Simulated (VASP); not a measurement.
A run of VASP 6.6.1:

File POSCAR:

```
Os
1.0
    3.4265512802      0.0000000000      0.0000000000
   -1.7132756401      2.9674804561      0.0000000000
    0.0000000000      0.0000000000      5.6538096124
Os
4
Direct
    0.3333333333      0.6666666667      0.4375000000
    0.6666666667      0.3333333333      0.9375000000
    0.6666666667      0.3333333333      0.5625000000
    0.3333333333      0.6666666667      0.0625000000
```

File INCAR.step1:

```
PREC = Accurate ; ENCUT = 600
ISMEAR = 0 ; SIGMA = 0.1
LREAL = False ; LASPH = True
NELM = 80 ; GGA = PE
ALGO = Normal ; EDIFF = 1E-4
LWAVE = True ; LCHARG = False
```

INCAR.step2

```
PREC = Accurate ; ENCUT = 600
EDIFF = 1E-7 ; ISMEAR = 0
SIGMA = 0.1 ; LREAL = False
LASPH = True ; NELM = 80
ALGO = Normal ; ISIF = 3
LWAVE = False ; LCHARG = False
METAGGA = R2SCAN ; LMIXTAU = True
IBRION = 2 ; NSW = 90
EDIFFG = -0.04 ; ISTART = 1
```

File KPOINTS:

```
regular mesh
0
Gamma
  6 6 4
```

Potentials or basis: VASP PAW PBE potentials, release 64 (Os).

Command:

```sh
$ cat potpaw_PBE.64/Os/POTCAR > POTCAR
$ cp INCAR.step1 INCAR
$ mpirun -np 1 vasp_std > vasp.out
$ cp INCAR.step2 INCAR
$ mpirun -np 1 vasp_std > vasp.out
```

Hardware: 1 thread of Intel(R) Xeon(R) Platinum 8488C (Sapphire Rapids), on a shared host.

Question: Estimate the wall time of this run.

Answer: It took 25 min on 1 thread of Intel(R) Xeon(R) Platinum 8488C (Sapphire Rapids) (shared host), peak memory 0.22 GiB. Counts: k points 21, ion steps 15.
